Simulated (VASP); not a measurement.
MgO, 2 atoms in the cell. It takes space group P-6m2 (No. 187, hexagonal). The conventional cell has a = 3.026 Å, b = 3.026 Å, c = 2.760 Å, α = 90.00°, β = 90.00°, γ = 120.00°. Within 2.9 Å of Mg (site symmetry -6m2) lie 6 O at 2.23 Å and 2 Mg at 2.76 Å. O (site symmetry -6m2) has 6 Mg at 2.23 Å and 2 O at 2.76 Å within 2.9 Å.  This cell differs from its parent crystal: strain +0.030 along x and y, +0.030 along z.

* Program: VASP 6.6.1
* Task: single point
* Functional: LDA
* Potentials or basis: VASP PAW LDA potentials, release 64 (Mg, O)
* Cutoff: 520 eV
* k mesh: 9 × 9 × 8
* Occupations: gaussian, width 0.05 eV
* Spin: no spin polarisation
* Dipole correction: no
* Further INCAR settings: ALGO = Normal; EDIFF = 1e-06; NBANDS = 11

Potentials or basis: VASP PAW LDA potentials, release 64 (Mg, O).

Run with:

```console
$ cat potpaw_LDA.64/Mg/POTCAR potpaw_LDA.64/O/POTCAR > POTCAR
$ mpirun -np 1 vasp_std > vasp.out
```

Hardware: 1 thread of AMD EPYC 7R13, on a shared host.

Question: How long does it take, and how much memory?

Answer: It took 39 s on 1 thread of AMD EPYC 7R13 (shared host), peak memory 0.11 GiB. Counts: scf iterations 12, k points 60.
